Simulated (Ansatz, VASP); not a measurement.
One calculation of Mo, two programs

File INCAR:

```
ALGO     = Normal         # electronic algorithm
EDIFF    = 1E-7           # SCF threshold, eV
EDIFFG   = -0.04          # ionic threshold
ENCUT    = 500            # plane-wave cutoff, eV
GGA      = PE             # functional
GGA_COMPAT= False        
IBRION   = 2              # ionic algorithm
ISIF     = 3              # what is computed and relaxed
ISMEAR   = 0              # smearing method
LASPH    = True           # aspherical terms in the spheres
LCHARG   = False          # write CHGCAR
LREAL    = False          # projectors in reciprocal space
LWAVE    = False          # write WAVECAR
NELM     = 120            # most SCF steps
NELMIN   = 4            
NSW      = 90             # ionic steps
PREC     = Accurate       # precision mode
SIGMA    = 0.1            # smearing width, eV
```

The input KPOINTS:

```
k-points
0
Gamma
  4 4 8
```

POSCAR

```
Mo
1.0
    2.1517669100     -4.0723683900      0.0000000000
    2.1517669100      4.0723683900      0.0000000000
    0.0000000000      0.0000000000      1.9261166200
Mo
1
Direct
    0.5000000000      0.5000000000      0.0000000000
```

Input for Ansatz:

```yaml
crystal:
  lattice:
    - [2.15176691, -4.07236839, 0.0]
    - [2.15176691, 4.07236839, 0.0]
    - [0.0, 0.0, 1.92611662]
  atoms:
    - { symbol: Mo, position: [0.5, 0.5, 0.0] }
basis:
  ecutwfc: 420
kpoints:
  mp_grid: { grid: [4, 4, 8] }
hamiltonian:
  xc: pbe
scf:
  occupations: { method: gaussian, width: 0.1 }
  lower_state_search: "off"
output:
  forces: true
  stress: true
  eigenvalues: true
relax:
  adjacent_minimum: "off"
  f_tol: 0.04
  max_steps: 70
  cell: { stress_tol: 0.4 }
```

Alike in both runs: task relaxation of cell and atoms; functional PBE; k mesh 4 × 4 × 8; occupations gaussian, width 0.1 eV; no spin polarisation.

|  | VASP | Ansatz |
| --- | --- | --- |
| version | VASP 6.6.1 | Ansatz 0.2.0 |
| potentials or method | VASP PAW PBE potentials, release 64 (Mo_sv), cutoff 500 eV | scalar-relativistic, plane waves, PAW |
| valence electrons in the cell | 14 | 14 |

VASP gave:

| Item | Value |
| --- | --- |
| gap on the k mesh at the Fermi level, each at its own relaxed structure (eV) | none |
| relaxed volume (Å³/atom) | 17.19 |
| relaxed cell length with the largest relative difference (Å) | 2.531 |

**Question.** Estimate Ansatz's values.

**Answer.** gap on the k mesh at the Fermi level, each at its own relaxed structure (eV): none; relaxed volume (Å³/atom): 16.97; relaxed cell length with the largest relative difference (Å): 2.440.

A gap of «none» marks a metal or a gap that the smearing closes.

The k mesh is coarse, so the values compare programs but aren't converged. Noted on VASP's run: the volume moved by over 15 % at a fixed basis, so the end points are rough.
